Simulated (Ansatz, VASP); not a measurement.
Given: the input of a run of VASP 6.6.1 on Al2O3.

INCAR

```
SYSTEM = Al2O3
  ALGO = Normal
  EDIFF = 1E-7
  ENCUT = 520
  GGA = RE
  ISIF = 2
  ISMEAR = -1
  IVDW = 13
  LASPH = .True.
  LCHARG = .True.
  LELF = .True.
  LREAL = .False.
  LVHAR = .True.
  LWAVE = .False.
  NBANDS = 35
  NELM = 60
  PREC = Accurate
  SIGMA = 0.05
```

KPOINTS

```
k-points
0
Gamma
  7 7 7
  0 0 0
```

POSCAR

```
Al2O3
1.0
    2.3960137044      1.3833391572      4.3605553615
   -2.3960137044      1.3833391572      4.3605553615
    0.0000000000     -2.7666783145      4.3605553615
Al O
4 6
Direct
    0.8521600000      0.8521600000      0.8521600000
    0.6478400000      0.6478400000      0.6478400000
    0.1478400000      0.1478400000      0.1478400000
    0.3521600000      0.3521600000      0.3521600000
    0.0566800000      0.7500000000      0.4433200000
    0.7500000000      0.4433200000      0.0566800000
    0.4433200000      0.0566800000      0.7500000000
    0.9433200000      0.2500000000      0.5566800000
    0.2500000000      0.5566800000      0.9433200000
    0.5566800000      0.9433200000      0.2500000000
```

Potentials or basis: VASP PAW PBE potentials, release 64 (Al, O).

Run with:

```bash
$ cat potpaw_PBE.64/Al/POTCAR potpaw_PBE.64/O/POTCAR > POTCAR
$ mpirun -np 1 vasp_std > vasp.out
```

Task: Translate it to Ansatz 0.2.0. Potentials there: Ansatz PAW.

Result: As run (the cutoff follows the program's own potentials):

input.yaml

```yaml
crystal:
  lattice:
    - [2.3960137044, 1.3833391572, 4.3605553615]
    - [-2.3960137044, 1.3833391572, 4.3605553615]
    - [0.0, -2.7666783145, 4.3605553615]
  atoms:
    - { symbol: Al, position: [0.85216, 0.85216, 0.85216] }
    - { symbol: Al, position: [0.64784, 0.64784, 0.64784] }
    - { symbol: Al, position: [0.14784, 0.14784, 0.14784] }
    - { symbol: Al, position: [0.35216, 0.35216, 0.35216] }
    - { symbol: O, position: [0.05668, 0.75, 0.44332] }
    - { symbol: O, position: [0.75, 0.44332, 0.05668] }
    - { symbol: O, position: [0.44332, 0.05668, 0.75] }
    - { symbol: O, position: [0.94332, 0.25, 0.55668] }
    - { symbol: O, position: [0.25, 0.55668, 0.94332] }
    - { symbol: O, position: [0.55668, 0.94332, 0.25] }
hamiltonian:
  xc: revpbe
  pseudopotentials: { kind: paw }
  dispersion: d4
kpoints:
  mp_grid: { grid: [7, 7, 7] }
scf:
  occupations: { method: fermi_dirac, width: 0.05 }
output:
  forces: true
  stress: true
  eigenvalues: true
```

Potentials or basis: Ansatz PAW.

The run is started by

```console
$ ansatz run input.yaml --threads 2 --pin off --max-ram 5120MiB --backend cpu --events-out ev --progress --plain --runs-dir out
```

Both were run:

|  | VASP | Ansatz | Ansatz less VASP |
| --- | --- | --- | --- |
| gap on the k mesh at the Fermi level (eV) | 6.04 | 6.04 | +0.001 |
| least direct gap on the mesh (eV) | 6.04 | 6.04 | +0.001 |
| pressure (GPa) | -4.5 | -3.9 | +0.54 |
| traceless stress, the component that is largest in VASP (GPa) | -0.17 | -0.18 | -0.016 |
| rms of the force components (eV/Å) | 0.009 | 0.007 | -0.0028 |

VASP's potentials were made for PBE, not for revPBE. Atom by atom the forces differ by 0.003 eV/Å (rms over components).

Noted on Ansatz's run: odd divisions of the mesh miss points on the zone boundary, where band edges often lie, so the gap on the mesh can be too wide.
